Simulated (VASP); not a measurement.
A run of VASP 6.6.1 is set up as follows.

The input INCAR:

```
SYSTEM = Sn
  ALGO = Normal
  EDIFF = 1E-6
  ENCUT = 520
  GGA = PE
  GGA_COMPAT = .FALSE.
  ISIF = 2
  ISMEAR = 0
  IVDW = 12
  KPAR = 4
  LASPH = .TRUE.
  LCHARG = .FALSE.
  LORBIT = 11
  LORBMOM = .TRUE.
  LREAL = .FALSE.
  LSORBIT = .TRUE.
  LWAVE = .FALSE.
  MAGMOM = 0 0 0
  NBANDS = 25
  NELM = 150
  PREC = Accurate
  SIGMA = 0.1
```

KPOINTS

```
k-points
0
G
  16 16 16
  0 0 0
```

The input POSCAR:

```
Sn
1.0
   -1.7544065257      1.7546136901      2.1674907809
    1.7544065257     -1.7546136901      2.1674907809
    1.7544065257      1.7546136901     -2.1674907809
Sn
1
Direct
    0.0000000000      0.0000000000      0.0000000000
```

Potentials or basis: VASP PAW PBE potentials, release 64 (Sn_d).

Command:

```bash
$ cat potpaw_PBE.64/Sn_d/POTCAR > POTCAR
$ mpirun -np 4 vasp_ncl > vasp.out
```

Problem. What does it give for the pressure?

Solution. -0.1 GPa.

Problem. Predict the net moment.

Solution. 0.00 μB per cell.

Problem. What does it give for the dispersion energy per atom?

Solution. -0.392 eV.

Moments on the atoms (μB; x, y, z):
```
Sn  0.00 0.00 0.00
```
